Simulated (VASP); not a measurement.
A run of VASP 6.6.1 is set up as follows.

File INCAR:

```
PREC     = Accurate       # precision mode
ENCUT    = 500            # plane-wave cutoff, eV
EDIFF    = 1E-7           # SCF threshold, eV
ISMEAR   = 0              # smearing method
SIGMA    = 0.1            # smearing width, eV
LREAL    = F              # projectors in reciprocal space
LASPH    = T              # aspherical terms in the spheres
NELM     = 120            # most SCF steps
ALGO     = Normal         # electronic algorithm
ISIF     = 3              # what is computed and relaxed
LWAVE    = F              # write WAVECAR
LCHARG   = F              # write CHGCAR
GGA      = PE             # functional
IBRION   = 2              # ionic algorithm
NSW      = 100            # ionic steps
EDIFFG   = -0.01          # ionic threshold
GGA_COMPAT= F            
NELMIN   = 4
```

KPOINTS

```
Automatic mesh
0
Gamma
  10 10 16
```

POSCAR

```
Si3Ge
1.0
    2.8412217900     -4.0180943900      0.0000000000
    2.8412217900      4.0180943900      0.0000000000
    0.0000000000      0.0000000000      2.8412217900
Si Ge
3 1
Direct
    0.0000000000      0.5000000000      0.0000000000
    0.5000000000      0.0000000000      0.0000000000
    0.5000000000      0.5000000000      0.5000000000
    0.0000000000      0.0000000000      0.5000000000
```

Potentials or basis: VASP PAW PBE potentials, release 64 (Si, Ge_d).

Command:

```bash
$ cat potpaw_PBE.64/Si/POTCAR potpaw_PBE.64/Ge_d/POTCAR > POTCAR
$ mpirun -np 1 vasp_std > vasp.out
```

Problem. Predict the relaxed cell.

Solution. a = 5.209 Å, b = 5.209 Å, c = 2.687 Å, α = 90.00°, β = 90.00°, γ = 118.13°.

Problem. Predict the relaxed volume.

Solution. 16.08 Å³/atom.

Final structure:
```xyz
4
Lattice="2.6777 -4.4681 0.0000 2.6777 4.4681 0.0000 0.0000 0.0000 2.6872" Properties=species:S:1:pos:R:3 pbc="T T T"
Si    1.3388    2.2340    0.0000
Si    1.3388   -2.2340    0.0000
Si    2.6777    0.0000    1.3436
Ge    0.0000    0.0000    1.3436
```

Caveat: the highest band is partly filled, so the run has too few bands.
